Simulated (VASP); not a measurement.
**Sb: relaxation of the atoms with r2SCAN**

The system is Sb, a slab with vacuum.

```
CELL_PARAMETERS angstrom
3.34938 0.00000 0.00000
-1.67469 2.90065 0.00000
0.00000 0.00000 22.58463
ATOMIC_POSITIONS crystal
Sb 0.33333 0.66667 0.37636
Sb 0.66667 0.33333 0.50000
Sb 0.33333 0.66667 0.62364
```

```
Program                   : VASP 6.6.1
Task                      : relaxation of the atoms
Functional                : r2SCAN
Potentials or basis       : VASP PAW PBE potentials, release 64 (Sb)
Cutoff                    : 520 eV
k mesh                    : 9 × 9 × 1
Occupations               : gaussian, width 0.1 eV
Spin                      : no spin polarisation
Dipole correction         : yes
Atoms held fixed (from 0) : [0]
Further INCAR settings    : ALGO = Normal; EDIFF = 1e-07; IBRION = 2; EDIFFG = -0.03; NSW = 90
```

The energy gained by relaxing is 19.9 meV/atom. The ionic steps are 11. The band gap on the k mesh is zero (an odd number of electrons rules out a gap without spin polarisation).

The path:
```
step  energy change (eV)  largest force on free atoms (eV/Å)  pressure (GPa)
   1              0.0000                              0.3624           -1.18
   2             -0.0062                              0.3484           -1.13
   3             -0.0232                              0.2940           -0.97
   4             -0.0462                              0.1317           -0.61
   5             -0.0177                              0.4916            0.35
   6             -0.0501                              0.1036           -0.44
   7             -0.0505                              0.1278           -0.36
   8             -0.0530                              0.1031           -0.36
   9             -0.0581                              0.0432           -0.32
  10             -0.0579                              0.0700           -0.15
  11             -0.0598                              0.0201           -0.27
```

Final structure:
```
Sb
1.0
     3.34938    0.00000    0.00000
    -1.67469    2.90065    0.00000
     0.00000    0.00000   22.58463
Sb
3
Direct
  0.33333 0.66667 0.37636
  0.66667 0.33333 0.49366
  0.33333 0.66667 0.61087
```

Levels at points of the mesh, in eV from the Fermi level:
| k point | band 4 | band 5 | band 6 | band 7 | band 8 | band 9 | band 10 | band 11 |
| --- | --- | --- | --- | --- | --- | --- | --- | --- |
| (0.00, 0.00, 0.00) | -4.78 | -1.47 | 2.27 | 4.14 | 4.14 | 4.25 | 4.84 | 5.15 |

Wall time 49 min on 1 thread of Intel(R) Xeon(R) Platinum 8259CL CPU @ 2.50GHz (Skylake/Cascade Lake), with other jobs on the host, peak memory 0.42 GiB.

Caveat: the PAW data sets were made with another functional, which shifts forces and pressure a little; spin-orbit coupling is left out, which moves the levels of the heavy elements.
